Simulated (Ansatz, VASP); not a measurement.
# Zn in VASP and in Ansatz

Contents of INCAR:

```
PREC = Accurate
ENCUT = 600
EDIFF = 1E-7
ISMEAR = 0
SIGMA = 0.1
LREAL = False
LASPH = True
NELM = 60
ALGO = Normal
ISIF = 3
LWAVE = False
LCHARG = False
IBRION = 2
NSW = 100
EDIFFG = -0.005
```

KPOINTS

```
regular mesh
0
Gamma
  20 20 20
```

File POSCAR:

```
Zn
1.0
   -1.4986229057      1.4986229057      1.4986229057
    1.4986229057     -1.4986229057      1.4986229057
    1.4986229057      1.4986229057     -1.4986229057
Zn
1
Direct
    0.0000000000      0.0000000000      0.0000000000
```

Input for Ansatz:

```yaml
crystal:
  lattice:
    - [-1.4986229057, 1.4986229057, 1.4986229057]
    - [1.4986229057, -1.4986229057, 1.4986229057]
    - [1.4986229057, 1.4986229057, -1.4986229057]
  atoms:
    - { symbol: Zn, position: [0.0, 0.0, 0.0] }
basis:
  ecutwfc: 520.0
kpoints:
  mp_grid: { grid: [20, 20, 20] }
hamiltonian:
  xc: lda
  pseudopotentials: { kind: paw }
scf:
  occupations: { method: gaussian, width: 0.1 }
output:
  forces: true
  stress: true
  eigenvalues: true
  write_density: true
  write_potential: true
  elf: true
  volumetric_format: npy
relax:
  adjacent_minimum: "off"
  f_tol: 0.005
  max_steps: 80
  cell: { stress_tol: 0.05 }
```

Alike in both runs: task relaxation of cell and atoms; functional LDA; k mesh 20 × 20 × 20; occupations gaussian, width 0.1 eV; no spin polarisation.

|  | VASP | Ansatz |
| --- | --- | --- |
| version | VASP 6.6.1 | Ansatz 0.2.0 |
| potentials or method | VASP PAW LDA potentials, release 64 (Zn), cutoff 600 eV | scalar-relativistic, plane waves, PAW |
| valence electrons in the cell | 12 | 12 |

|  | VASP | Ansatz | Ansatz less VASP |
| --- | --- | --- | --- |
| gap on the k mesh at the Fermi level, each at its own relaxed structure (eV) | none | none | - |
| relaxed volume (Å³/atom) | 13.74 | 13.65 | -0.084 |
| relaxed cell length with the largest relative difference (Å) | 2.613 | 2.608 | -0.0053 |

LDA's correlation is that of Perdew and Zunger in VASP and of Perdew and Wang (1992) in Ansatz. A gap of «none» marks a metal or a gap that the smearing closes.
